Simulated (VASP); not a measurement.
# NaCl (Fm-3m) in VASP: a series of runs

The runs below take NaCl through single point, with PBEsol.

Everything below comes from runs of VASP 6.6.1. Logs are shortened: lines on timing, memory, paths and dates and some standing lists are left out, and cuts for length are marked.

## (1) The cell of the first run

Symmetry: Fm-3m, No. 225, cubic system. The conventional cell has a = 5.602 Å, b = 5.602 Å, c = 5.602 Å, α = 90.00°, β = 90.00°, γ = 90.00°. Na (site symmetry m-3m) has 6 Cl at 2.80 Å within 3.7 Å. Cl (site symmetry m-3m) has 6 Na at 2.80 Å within 3.7 Å.

## (2) Single point, PBEsol

File INCAR:

```
PREC = Accurate ; ENCUT = 520
EDIFF = 1E-6 ; ISMEAR = -1
SIGMA = 0.05 ; LREAL = F
LASPH = T ; NELM = 100
ALGO = Normal ; ISIF = 2
LWAVE = F ; LCHARG = F
GGA = PS ; NBANDS = 14
```

File KPOINTS:

```
regular mesh
0
Gamma
  14 14 14
```

File POSCAR:

```
NaCl
1.0
    0.0000000000      2.8009539472      2.8009539472
    2.8009539472      0.0000000000      2.8009539472
    2.8009539472      2.8009539472      0.0000000000
Na Cl
1 1
Direct
    0.0000000000      0.0000000000      0.0000000000
    0.5000000000      0.5000000000      0.5000000000
```

Potentials or basis: VASP PAW PBE potentials, release 64 (Na_pv, Cl).

Launch:

```
cat potpaw_PBE.64/Na_pv/POTCAR potpaw_PBE.64/Cl/POTCAR > POTCAR
mpirun -np 1 vasp_std > vasp.out
```

OUTCAR:

```text
PREC = Accurate
   ENCUT = 520
   EDIFF = 1E-6
   ISMEAR = -1
   LREAL = F
   LASPH = T
   NELM = 100
   ISIF = 2
   GGA = PS

 ion  position               nearest neighbor table
   1  0.000  0.000  0.000-
   2  0.500  0.500  0.500-

  LATTYP: Found a face centered cubic cell.
 ALAT       =     5.6019078944

  Lattice vectors:

 A1 = (   0.0000000000,   2.8009539472,   2.8009539472)
 A2 = (   2.8009539472,   0.0000000000,   2.8009539472)
 A3 = (   2.8009539472,   2.8009539472,   0.0000000000)

Analysis of symmetry for initial positions (statically):
=====================================================================
 Subroutine PRICEL returns:
 Original cell was already a primitive cell.

 Routine SETGRP: Setting up the symmetry group for a
 face centered cubic supercell.

 Subroutine GETGRP returns: Found 48 space group operations
 (whereof 48 operations were pure point group operations)
 out of a pool of 48 trial point group operations.

The static configuration has the point symmetry O_h .

Analysis of symmetry for dynamics (positions and initial velocities):
=====================================================================
 Subroutine PRICEL returns:
 Original cell was already a primitive cell.

 Routine SETGRP: Setting up the symmetry group for a
 face centered cubic supercell.

 Subroutine GETGRP returns: Found 48 space group operations
 (whereof 48 operations were pure point group operations)
 out of a pool of 48 trial point group operations.

The dynamic configuration has the point symmetry O_h .

 Subroutine INISYM returns: Found 48 space group operations
 (whereof 48 operations are pure point group operations),
 and found     1 'primitive' translations

----------------------------------------------------------------------------------------

                                     Primitive cell

  volume of cell :      43.9489

  direct lattice vectors                    reciprocal lattice vectors
     0.000000000  2.800953947  2.800953947    -0.178510611  0.178510611  0.178510611
     2.800953947  0.000000000  2.800953947     0.178510611 -0.178510611  0.178510611
     2.800953947  2.800953947  0.000000000     0.178510611  0.178510611 -0.178510611

  length of vectors
     3.961147060  3.961147060  3.961147060     0.309189448  0.309189448  0.309189448

  position of ions in fractional coordinates (direct lattice)
     0.000000000  0.000000000  0.000000000
     0.500000000  0.500000000  0.500000000

  ion indices of the primitive-cell ions
   primitive index   ion index
                 1           1
                 2           2

----------------------------------------------------------------------------------------

 KPOINTS: regular mesh

Automatic generation of k-mesh.
 Grid dimensions read from file:
 generate k-points for:   14   14   14

 Generating k-lattice:

  Cartesian coordinates                     Fractional coordinates (reciprocal lattice)
    -0.012750758  0.012750758  0.012750758     0.071428571  0.000000000  0.000000000
     0.012750758 -0.012750758  0.012750758     0.000000000  0.071428571  0.000000000
     0.012750758  0.012750758 -0.012750758     0.000000000  0.000000000  0.071428571

  Length of vectors
     0.022084961  0.022084961  0.022084961

  Shift w.r.t. Gamma in fractional coordinates (k-lattice)
     0.000000000  0.000000000  0.000000000

 Subroutine IBZKPT returns following result:
 ===========================================

 Found    104 irreducible k-points:

 Following reciprocal coordinates:
            Coordinates               Weight
  0.000000  0.000000  0.000000      1.000000
  0.071429  0.000000  0.000000      8.000000
  0.142857  0.000000  0.000000      8.000000
  0.214286  0.000000  0.000000      8.000000
  0.285714  0.000000  0.000000      8.000000
  0.357143  0.000000  0.000000      8.000000
[... 16 lines left out ...]
  0.214286  0.142857  0.000000     24.000000
  0.285714  0.142857  0.000000     24.000000
 [... further k-points ...]
   k-points           NKPTS =    104   k-points in BZ     NKDIM =    104   number of bands    NBANDS=     14
   number of dos      NEDOS =    301   number of ions     NIONS =      2
   total plane-waves  NPLWV =  27000
   dimension x,y,z NGX =    30 NGY =   30 NGZ =   30
   dimension x,y,z NGXF=    60 NGYF=   60 NGZF=   60
   ions per type =               1   1
   NGX,Y,Z   is equivalent  to a cutoff of  12.59, 12.59, 12.59 a.u.
   NGXF,Y,Z  is equivalent  to a cutoff of  25.18, 25.18, 25.18 a.u.
 SYSTEM =  unknown system
   PREC   = accura    normal or accurate (medium, high low for compatibility)
   ISTART =      0    job   : 0-new  1-cont  2-samecut
   ICHARG =      2    charge: 1-file 2-atom 10-const
   ISPIN  =      1    spin polarized calculation?
   LNONCOLLINEAR =      F non collinear calculations
   LSORBIT =      F    spin-orbit coupling
   LASPH  =      T    aspherical Exc in radial PAW
   ENCUT  =  520.0 eV  38.22 Ry    6.18 a.u.   7.37  7.37  7.37*2*pi/ulx,y,z
   NELM   =    100;   NELMIN=  2; NELMDL= -5     # of ELM steps
   EDIFF  = 0.1E-05   stopping-criterion for ELM
   LREAL  =      F    real-space projection
   EDIFFG = 0.1E-04   stopping-criterion for IOM
   NSW    =      0    number of steps for IOM
   IBRION =     -1    ionic relax: 0-MD 1-quasi-New 2-CG
   NFREE  =      0    steps in history (QN), initial steepest desc. (CG)
   ISIF   =      2    stress and relaxation
   ISYM   =      2    0-nonsym 1-usesym 2-fastsym
   POTIM  = 0.5000    time-step for ionic-motion
   TEBEG  =    0.0;   TEEND  =   0.0 temperature during run
   PSTRESS=    0.0 pullay stress
   NELECT =      14.0000    total number of electrons
   NUPDOWN=      -1.0000    fix difference up-down
   EMIN   =  10.00;   EMAX   =-10.00  energy-range for DOS
   EFERMI =   0.00;   METHOD = LEGACY
   ISMEAR =    -1;   SIGMA  =   0.05  broadening in eV -4-tet -1-fermi 0-gaus
   EFERMI_NEDOS =   21; number of points for ismear=-14 and -15
   IALGO  =     38    algorithm
   IMIX   =      4    mixing-type and parameters
     AMIX     =   0.40;   BMIX     =  1.00
     AMIX_MAG =   1.60;   BMIX_MAG =  1.00
  volume/ion in A,a.u.               =      21.97       148.29
  Fermi-wavevector in a.u.,A,eV,Ry     =   1.118068  2.112842 17.008317  1.250076
  Thomas-Fermi vector in A             =   2.254696
   LORBIT       =      0    0 simple, 1 ext, 2 COOP (PROOUT), +10 PAW based schemes
   GGA     = PS    functional components
   LHFCALC =     F    Hartree Fock is set to
   AEXX    =    0.0000 exact exchange contribution
   IVDW    =     0    specifies the selected vdW correction
   LEPSILON=     F    determine dielectric tensor
   LRPA    =     F    only Hartree local field effects (RPA)
 non-spin polarized calculation
  energy-cutoff  :      520.00
  volume of cell :       43.95
 maximum number of plane-waves:      1243
 NGX is ok and might be reduce to    30
   NGX = 15   NGY = 15   NGZ = 15

 number of electron      14.0000004 magnetization

 Free energy of the ion-electron system (eV)
  ---------------------------------------------------
  ext. energy  EPLUGINS =         0.00000000
  ---------------------------------------------------
  free energy    TOTEN  =        -6.99829125 eV

  energy without entropy =       -6.99829125  energy(sigma->0) =       -6.99829125

 E-fermi :   0.4451     XC(G=0):  -8.4234

 val. band max:       -0.6665145455   @ k =   0.0000   0.0000   0.0000
 cond. band min:       4.3403169349   @ k =   0.0000   0.0000   0.0000
 fundamental gap:      5.0068314803
 Fermi energy:         0.4451235371

 k-point     1 :       0.0000    0.0000    0.0000
  band No.  band energies     occupation
      1     -21.2802      2.00000
      2     -21.2802      2.00000
      3     -21.2802      2.00000
      4     -13.3580      2.00000
      5      -0.6665      2.00000
      6      -0.6665      2.00000
      7      -0.6665      2.00000
      8       4.3403      0.00000
      9      10.3503      0.00000
     10      10.3503      0.00000
     11      10.3503      0.00000
     12      12.5979      0.00000
     13      12.5979      0.00000
     14      14.0045      0.00000

 k-point     2 :       0.0714    0.0000    0.0000
  band No.  band energies     occupation
      1     -21.2819      2.00000
      2     -21.2803      2.00000
      3     -21.2803      2.00000
      4     -13.3408      2.00000
      5      -0.8068      2.00000
      6      -0.6813      2.00000
      7      -0.6813      2.00000
      8       4.5219      0.00000
      9      10.1202      0.00000
     10      10.4236      0.00000
     11      10.4236      0.00000
     12      12.4846      0.00000
     13      12.4846      0.00000
     14      14.4029      0.00000

 k-point     3 :       0.1429    0.0000    0.0000
  band No.  band energies     occupation
      1     -21.2866      2.00000
      2     -21.2806      2.00000
      3     -21.2806      2.00000
      4     -13.2921      2.00000
      5      -1.1621      2.00000
      6      -0.7222      2.00000
      7      -0.7222      2.00000
      8       4.9873      0.00000
      9       9.6722      0.00000
     10      10.5938      0.00000
     11      10.5938      0.00000
     12      12.2944      0.00000
     13      12.2944      0.00000
     14      15.1329      0.00000
[... 324 lines left out ...]
 k-point    23 :       0.2143    0.1429    0.0000
  band No.  band energies     occupation
      1     -21.2903      2.00000
      2     -21.2827      2.00000
      3     -21.2824      2.00000
      4     -13.2214      2.00000
      5      -1.4689      2.00000
      6      -0.8631      2.00000
      7      -0.8576      2.00000
      8       5.6575      0.00000
      9       8.9518      0.00000
     10      10.7350      0.00000
     11      11.0594      0.00000
     12      11.3515      0.00000
     13      13.0296      0.00000
     14      16.4041      0.00000

 k-point    24 :       0.2857    0.1429    0.0000
  band No.  band energies     occupation
      1     -21.2962      2.00000
      2     -21.2834      2.00000
      3     -21.2829      2.00000
      4     -13.1533      2.00000
      5      -1.8172      2.00000
      6      -0.9341      2.00000
      7      -0.9281      2.00000
      8       6.1920      0.00000
      9       8.7426      0.00000
     10      10.2814      0.00000
     11      11.1219      0.00000
     12      11.8877      0.00000
     13      13.3891      0.00000
     14      16.2462      0.00000

 [... further k-points ...]
[... 5 lines left out ...]
  --------------------------------------------------------------------------------------
  -------------------------------------------------------------------------------------
  Total        0.0066229      0.0066229      0.0066229      0.0000000      0.0000000     -0.0000000
  in kB        0.2414400      0.2414400      0.2414400      0.0000000      0.0000000     -0.0000000
  external PRESSURE =       0.2414400 kB  Pullay stress =       0.0000000 kB

 VOLUME and BASIS-vectors are now :
 -----------------------------------------------------------------------------
  energy-cutoff  :      520.00
  volume of cell :       43.95
      direct lattice vectors                 reciprocal lattice vectors
     0.000000000  2.800953947  2.800953947    -0.178510611  0.178510611  0.178510611
     2.800953947  0.000000000  2.800953947     0.178510611 -0.178510611  0.178510611
     2.800953947  2.800953947  0.000000000     0.178510611  0.178510611 -0.178510611

 POSITION                                       TOTAL-FORCE (eV/Angst)
 -----------------------------------------------------------------------------------
      0.00000      0.00000      0.00000         0.000000      0.000000      0.000000
      2.80095      2.80095      2.80095        -0.000000     -0.000000     -0.000000
 -----------------------------------------------------------------------------------
    total drift:                               -0.000000      0.000000      0.000000

  FREE ENERGIE OF THE ION-ELECTRON SYSTEM (eV)
  ---------------------------------------------------
  free  energy   TOTEN  =        -6.9982912467 eV

  energy  without entropy=       -6.9982912467  energy(sigma->0) =       -6.99829125
```

Wall time 45 s (1 thread of Intel Xeon Platinum 8488C (Sapphire Rapids), shared host); peak memory 0.2 GiB.

What came out:

```yaml
Free_energy: -6.9983 eV
Pressure: 0.0 GPa
Band_gap_on_the_k_mesh: 5.01 eV, direct
```

Levels at points of the mesh, in eV from the valence-band top:
```csv
k point,band 5,band 6,band 7,band 8,band 9,band 10
"(0.00, 0.00, 0.00)",0.00,0.00,0.00,5.01,11.02,11.02
"(0.50, 0.00, 0.00)",-2.03,-0.28,-0.28,7.11,10.66,10.91
"(0.50, 0.50, 0.00)",-1.76,-0.63,-0.63,7.49,7.87,11.27
```

Caveat: the PAW data sets were made with another functional, which shifts forces and pressure a little. Expect the measured gap to be larger: semilocal functionals such as PBEsol lack the derivative discontinuity.

## (3) Single point, PBEsol

This run uses another cell than the first one, of 16.42 Å³/atom, 0.747 times its volume.

File INCAR:

```
SYSTEM = NaCl
PREC     = Accurate       ! precision mode
ENCUT    = 520            ! plane-wave cutoff, eV
EDIFF    = 1E-7           ! SCF threshold, eV
ISMEAR   = 0              ! smearing method
SIGMA    = 0.01           ! smearing width, eV
LREAL    = .FALSE.        ! projectors in reciprocal space
LASPH    = .TRUE.         ! aspherical terms in the spheres
NELM     = 60             ! most SCF steps
ALGO     = Normal         ! electronic algorithm
ISIF     = 2              ! what is computed and relaxed
LWAVE    = .FALSE.        ! write WAVECAR
LCHARG   = .FALSE.        ! write CHGCAR
GGA      = PS             ! functional
NBANDS   = 14             ! bands
```

File KPOINTS:

```
regular mesh
0
G
  8 8 8
  0 0 0
```

File POSCAR:

```
NaCl
1.0
    0.0000000000      2.5415548050      2.5415548050
    2.5415548050      0.0000000000      2.5415548050
    2.5415548050      2.5415548050      0.0000000000
Na Cl
1 1
Direct
    0.0000000000      0.0000000000      0.0000000000
    0.5000000000      0.5000000000      0.5000000000
```

Potentials or basis: VASP PAW PBE potentials, release 64 (Na_pv, Cl).

Launch:

```
cat potpaw_PBE.64/Na_pv/POTCAR potpaw_PBE.64/Cl/POTCAR > POTCAR
mpirun -np 1 vasp_std > vasp.out
```

Wall time 15 s (1 thread of Intel Xeon Platinum 8488C (Sapphire Rapids), shared host); peak memory 0.15 GiB.

It converged, with:

- Free energy: -6.5944 eV
- Pressure: 15.2 GPa
- Band gap on the k mesh: 6.39 eV, direct

Levels at points of the mesh, in eV from the valence-band top:
```csv
k point,band 4,band 5,band 6,band 7,band 8,band 9,band 10,band 11
"(0.00, 0.00, 0.00)",-13.62,0.00,0.00,0.00,6.39,11.12,11.12,11.12
"(0.50, 0.00, 0.00)",-12.77,-3.16,-0.52,-0.52,7.51,11.50,11.50,13.22
"(0.50, 0.50, 0.00)",-12.73,-2.72,-0.99,-0.99,7.35,8.26,13.58,16.33
```

Caveat: the PAW data sets were made with another functional, which shifts forces and pressure a little.

## (4) Single point, PBEsol

This run uses another cell than the first one, of 18.40 Å³/atom, 0.837 times its volume.

INCAR, as its differences from that of step 3:

```diff
@@ -8,3 +8,3 @@
 LASPH    = .TRUE.         ! aspherical terms in the spheres
-NELM     = 60             ! most SCF steps
+NELM     = 80             ! most SCF steps
 ALGO     = Normal         ! electronic algorithm
```

KPOINTS is that of step 3.

File POSCAR:

```
NaCl
1.0
    0.0000000000      2.6398179068      2.6398179068
    2.6398179068      0.0000000000      2.6398179068
    2.6398179068      2.6398179068      0.0000000000
Na Cl
1 1
Direct
    0.0000000000      0.0000000000      0.0000000000
    0.5000000000      0.5000000000      0.5000000000
```

Launch:

```
cat potpaw_PBE.64/Na_pv/POTCAR potpaw_PBE.64/Cl/POTCAR > POTCAR
mpirun -np 1 vasp_std > vasp.out
```

Run time: 9 s. Hardware: 1 thread of Intel Xeon Platinum 8488C (Sapphire Rapids), shared host; peak memory 0.15 GiB.

It converged, with:

```yaml
Free_energy: -6.8618 eV
Pressure: 7.1 GPa
Band_gap_on_the_k_mesh: 5.78 eV, direct
```

Levels at points of the mesh, in eV from the valence-band top:
```csv
k point,band 5,band 6,band 7,band 8,band 9,band 10
"(0.00, 0.00, 0.00)",0.00,0.00,0.00,5.78,11.12,11.12
"(0.50, 0.00, 0.00)",-2.67,-0.41,-0.41,7.38,11.29,11.29
"(0.50, 0.50, 0.00)",-2.31,-0.83,-0.83,7.61,7.97,12.62
```

Caveat: the PAW data sets were made with another functional, which shifts forces and pressure a little. PBEsol gaps usually lie below the measured ones, often by a third to a half.

## (5) The runs side by side

| cell | k mesh | smearing | gap on the mesh (eV) | pressure (GPa) |
| --- | --- | --- | --- | --- |
| a = 3.961 Å, angles 60.0°, 2 atoms | 14 × 14 × 14 | fermi-dirac 0.05 eV | 5.01 | 0.0 |
| a = 3.594 Å, angles 60.0°, 2 atoms | 8 × 8 × 8 | gaussian 0.01 eV | 6.39 | 15.2 |
| a = 3.733 Å, angles 60.0°, 2 atoms | 8 × 8 × 8 | gaussian 0.01 eV | 5.78 | 7.1 |

Alike in all rows: task single point; level PBEsol; potentials or basis VASP PAW PBE potentials, release 64 (Na_pv, Cl); no spin polarisation; cutoff (eV) 520.

Caveats: the PAW data sets were made with another functional, which shifts forces and pressure a little.

Absolute energies hang on the potentials; compare differences alone.
